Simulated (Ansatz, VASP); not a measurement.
# Au in VASP and in Ansatz

File POSCAR:

```
Au
1.0
    0.0000000000      2.0617793868      2.0617793868
    2.0617793868      0.0000000000      2.0617793868
    2.0617793868      2.0617793868      0.0000000000
Au
1
Direct
    0.0000000000      0.0000000000      0.0000000000
```

INCAR.step1

```
SYSTEM = Au
PREC = Accurate ; ENCUT = 520
ISMEAR = -1 ; SIGMA = 0.05
LREAL = .FALSE. ; LASPH = .TRUE.
NELM = 100 ; NBANDS = 12
GGA = PE ; ALGO = Normal
EDIFF = 1E-4 ; LWAVE = .TRUE.
LCHARG = .FALSE.
```

The input INCAR.step2:

```
SYSTEM = Au
PREC = Accurate ; ENCUT = 520
EDIFF = 1E-7 ; ISMEAR = -1
SIGMA = 0.05 ; LREAL = .FALSE.
LASPH = .TRUE. ; NELM = 100
ALGO = Normal ; ISIF = 2
LWAVE = .FALSE. ; LCHARG = .FALSE.
METAGGA = R2SCAN ; LMIXTAU = .TRUE.
LUSE_VDW = .TRUE. ; IVDW_NL = 2
BPARAM = 11.95 ; CPARAM = 0.0093
NBANDS = 12 ; ISTART = 1
```

KPOINTS

```
Automatic mesh
0
G
  11 11 11
  0 0 0
```

File input.yaml:

```yaml
crystal:
  lattice:
    - [0.0, 2.0617793868, 2.0617793868]
    - [2.0617793868, 0.0, 2.0617793868]
    - [2.0617793868, 2.0617793868, 0.0]
  atoms:
    - { symbol: Au, position: [0.0, 0.0, 0.0] }
hamiltonian:
  xc: r2scan
  pseudopotentials: { kind: paw }
  dispersion: rvv10
kpoints:
  mp_grid: { grid: [11, 11, 11] }
scf:
  occupations: { method: fermi_dirac, width: 0.05 }
output:
  forces: true
  stress: true
  eigenvalues: true
```

Alike in both runs: task single point; functional r2SCAN; dispersion rVV10; k mesh 11 × 11 × 11; occupations fermi-dirac, width 0.05 eV; no spin polarisation.

```csv
,VASP,Ansatz
version,VASP 6.6.1,Ansatz 0.2.0
potentials or method,"VASP PAW PBE potentials, release 64 (Au)",Ansatz PAW
plane-wave cutoff (eV),520,500
valence electrons in the cell,11,19
```

VASP gave:

| Item | Value |
| --- | --- |
| gap on the k mesh at the Fermi level (eV) | none |
| pressure (GPa) | -1.7 |

Which values does Ansatz return?

gap on the k mesh at the Fermi level (eV): none; pressure (GPa): -2.8.

VASP's potentials were made for PBE, not for r2SCAN. A gap of «none» marks a metal or a gap that the smearing closes. VASP's potentials hold 11 valence electrons a cell and Ansatz's 19, so a difference there can come from the potentials and not from the codes.

Spin-orbit coupling is off throughout.
